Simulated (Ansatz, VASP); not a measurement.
**Fe: VASP beside Ansatz**

```
CELL_PARAMETERS angstrom
2.43416 0.00000 0.00000
-1.21708 2.10804 0.00000
0.00000 0.00000 3.84193
ATOMIC_POSITIONS crystal
Fe 0.66667 0.33333 0.75000
Fe 0.33333 0.66667 0.25000
```

Alike in both runs: task single point; functional PBE; k mesh 10 × 10 × 6; occupations fermi-dirac, width 0.05 eV; collinear spin; fixed moment 7.5 μB.

```csv
,VASP,Ansatz
version,VASP 6.6.1,Ansatz 0.2.0
potentials or method,"VASP PAW PBE potentials, release 64 (Fe)",Ansatz PAW
plane-wave cutoff (eV),520,420
valence electrons in the cell,16,32
```

```csv
,VASP,Ansatz,Ansatz less VASP
net moment per atom (μB),3.75,3.75,0.000
size of the moment on the site where the two differ most (μB),3.65,3.46,-0.192
```

Site moments also hang on the region over which each program counts them. VASP's potentials hold 16 valence electrons a cell and Ansatz's 32, so a difference there can come from the potentials and not from the codes.
